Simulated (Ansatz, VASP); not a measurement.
**Cu: VASP beside Ansatz**

```
Cu
1.0
    -1.46444    1.46444    1.37608
     1.46444   -1.46444    1.37608
     1.46444    1.46444   -1.37608
Cu
1
Cartesian
  0.0000 0.0000 0.0000
```

Change from the starting cell: strain +0.015 along x and y, +0.000 along z, atoms carried along.

Alike in both runs: task single point; functional PBEsol; k mesh 24 × 24 × 24; occupations gaussian, width 0.15 eV; no spin polarisation.

|  | VASP | Ansatz |
| --- | --- | --- |
| version | VASP 6.6.1 | Ansatz 0.2.0 |
| potentials or method | VASP PAW PBE potentials, release 64 (Cu), cutoff 520 eV | scalar-relativistic, plane waves, PAW |
| valence electrons in the cell | 11 | 19 |

|  | VASP | Ansatz | Ansatz less VASP |
| --- | --- | --- | --- |
| gap on the k mesh at the Fermi level (eV) | none | none | - |
| pressure (GPa) | -5.1 | -5.8 | -0.64 |
| traceless stress, the component that is largest in VASP (GPa) | -0.07 | -0.08 | -0.010 |

VASP's potentials were made for PBE, not for PBEsol. A gap of «none» marks a metal or a gap that the smearing closes. VASP's potentials hold 11 valence electrons a cell and Ansatz's 19, so a difference there can come from the potentials and not from the codes.
